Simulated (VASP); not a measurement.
Input of a VASP 6.6.1 run:

The input INCAR:

```
ALGO = Normal ; EDIFF = 1E-7
ENCUT = 520 ; GGA = PS
ISIF = 2 ; ISMEAR = 0
LASPH = True ; LCHARG = False
LREAL = False ; LWAVE = False
NBANDS = 13 ; NELM = 80
PREC = Accurate ; SIGMA = 0.1
```

Contents of KPOINTS:

```
k-points
0
Gamma
  16 16 16
```

POSCAR

```
HfH2
1.0
   -1.7296361646      1.7296361646      2.1109831518
    1.7296361646     -1.7296361646      2.1109831518
    1.7296361646      1.7296361646     -2.1109831518
Hf H
1 2
Direct
    0.0000000000      0.0000000000      0.0000000000
    0.7500000000      0.2500000000      0.5000000000
    0.2500000000      0.7500000000      0.5000000000
```

Potentials or basis: VASP PAW PBE potentials, release 64 (Hf_pv, H).

The run is started by

```bash
$ cat potpaw_PBE.64/Hf_pv/POTCAR potpaw_PBE.64/H/POTCAR > POTCAR
$ mpirun -np 1 vasp_std > vasp.out
```

What does it give for the band gap on the k mesh?

Zero (bands 6 and 7 overlap by 1.21 eV).

Predict the pressure.

0.4 GPa.

Caveat: the PAW data sets were made with another functional, which shifts forces and pressure a little; spin-orbit coupling is left out, which moves the levels of the heavy elements.
